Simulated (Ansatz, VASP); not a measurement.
NaCl in VASP and in Ansatz

```
Cl Na
1.0
     3.50219    0.00000    0.00000
     0.00000    3.50219    0.00000
     0.00000    0.00000    3.50219
Cl Na
1 1
Cartesian
  1.7511 1.7511 1.7511
  0.0000 0.0000 0.0000
```

Alike in both runs: task single point; functional PBE-based screened hybrid with a share of 0.15 of exact exchange and HFSCREEN = 0.2; k mesh 4 × 4 × 4; occupations fermi-dirac, width 0.05 eV; no spin polarisation.

|  | VASP | Ansatz |
| --- | --- | --- |
| version | VASP 6.6.1 | Ansatz 0.2.0 |
| potentials or method | VASP PAW PBE potentials, release 64 (Cl, Na_pv) | Ansatz PAW |
| plane-wave cutoff (eV) | 520 | 420 |
| valence electrons in the cell | 14 | 16 |

Ansatz gave:

- gap on the k mesh at the Fermi level (eV): 4.77
- least direct gap on the mesh (eV): 5.29
- pressure (GPa): -0.1

Question: Which values does VASP return?

Answer: gap on the k mesh at the Fermi level (eV): 4.77; least direct gap on the mesh (eV): 5.28; pressure (GPa): -0.1.

VASP's potentials were made for PBE, not for PBE-based screened hybrid. The functional is the same, so the differences come from potentials, cutoffs and numerics. VASP's potentials hold 14 valence electrons a cell and Ansatz's 16, so a difference there can come from the potentials and not from the codes.

The k mesh is coarse, so the values compare programs but aren't converged.
